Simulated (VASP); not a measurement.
Crystal: CdSe (pbe).

```xyz
2
Lattice="0.0000 3.0250 3.0250 3.0250 0.0000 3.0250 3.0250 3.0250 0.0000" Properties=species:S:1:pos:R:3 pbc="T T T"
Cd    0.0000    0.0000    0.0000
Se    1.5125    1.5125    1.5125
```

```yaml
Program: VASP 6.6.1
Task: relaxation of cell and atoms
Functional: PBE
Potentials_or_basis: VASP PAW PBE potentials, release 64 (Cd, Se)
Cutoff: 500 eV
k_mesh: 8 × 8 × 8
Occupations: gaussian, width 0.02 eV
Spin: no spin polarisation
```

At the start: pressure 4.1 GPa; volume 27.68 Å³/atom.

Task: How do energy, volume and symmetry change on relaxing?

Result: Over 5 steps the energy falls by 26.3 meV/atom and the volume is 29.87 Å³/atom (+7.9 %); space group F-43m (No. 216, to 0.05 Å).

The path:
```tsv
step	energy change (eV)	largest force (eV/Å)	pressure (GPa)	volume (Å³)
1	0.0000	0.0000	4.12	55.36
2	-0.0472	0.0000	-1.09	61.27
3	-0.0526	0.0000	0.01	59.73
4	-0.0526	0.0000	-0.05	59.82
5	-0.0526	0.0000	0.01	59.73
```

Final structure:
```yaml
crystal:
  lattice:
    - [0.00000, 3.10263, 3.10263]
    - [3.10263, 0.00000, 3.10263]
    - [3.10263, 3.10263, 0.00000]
  atoms:
    - { symbol: Cd, position: [0.00000, 0.00000, 0.00000] }
    - { symbol: Se, position: [0.25000, 0.25000, 0.25000] }
```
